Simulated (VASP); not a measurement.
A run of VASP 6.6.1 is set up as follows.

File POSCAR:

```
TlBr
1.0
    3.9461933130      0.0000000000      0.0000000000
    0.0000000000      3.9461933130      0.0000000000
    0.0000000000      0.0000000000      3.9461933130
Tl Br
1 1
Direct
    0.0000000000      0.0000000000      0.0000000000
    0.5000000000      0.5000000000      0.5000000000
```

File INCAR.step1:

```
SYSTEM = TlBr
  PREC = Accurate
  ENCUT = 500
  EDIFF = 1E-8
  ISMEAR = 0
  SIGMA = 0.01
  LREAL = .False.
  LASPH = .True.
  NELM = 80
  ALGO = Normal
  LWAVE = .True.
  LCHARG = .False.
  GGA = PE
```

The input INCAR.step2:

```
SYSTEM = TlBr
  PREC = Accurate
  ENCUT = 500
  EDIFF = 1E-8
  ISMEAR = 0
  SIGMA = 0.01
  LREAL = .False.
  LASPH = .True.
  NELM = 1
  ALGO = Exact
  LWAVE = .True.
  LCHARG = .False.
  GGA = PE
  NBANDS = 242
  LOPTICS = .True.
  ISTART = 1
```

File INCAR.step3:

```
SYSTEM = TlBr
  PREC = Accurate
  ENCUT = 500
  EDIFF = 1E-8
  ISMEAR = 0
  SIGMA = 0.01
  LREAL = .False.
  LASPH = .True.
  ALGO = EVGW0
  LWAVE = .False.
  LCHARG = .False.
  GGA = PE
  NELMGW = 1
  NBANDS = 242
  ENCUTGW = 140.0
  NOMEGA = 96
  PRECFOCK = Fast
  ISTART = 1
  NBANDSGW = 19
  OMEGAMAX = 20
```

KPOINTS

```
regular mesh
0
Gamma
  4 4 4
  0 0 0
```

Potentials or basis: VASP PAW PBE potentials, release 64 (Tl_d_GW, Br_GW).

Launch:

```sh
$ cat potpaw_PBE.64/Tl_d_GW/POTCAR potpaw_PBE.64/Br_GW/POTCAR > POTCAR
$ cp INCAR.step1 INCAR
$ mpirun -np 1 vasp_std > vasp.out
$ cp INCAR.step2 INCAR
$ mpirun -np 1 vasp_std > vasp.out
$ cp INCAR.step3 INCAR
$ mpirun -np 1 vasp_std > vasp.out
```

Q: Estimate the quasiparticle gap.

A: 2.80 eV.

Q: Estimate the least direct quasiparticle gap.

A: 2.80 eV.

Q: Predict the band gap of the starting levels on the mesh.

A: 1.78 eV.

Q: What does it give for the least direct gap of the starting levels on the mesh?

A: 1.78 eV.

Caveat: the k points lie up to 0.40 Å⁻¹ apart; bands, screening cutoff and mesh are small and nothing is extrapolated, so the quasiparticle values aren't converged; spin-orbit coupling is left out, which moves the levels of the heavy elements.
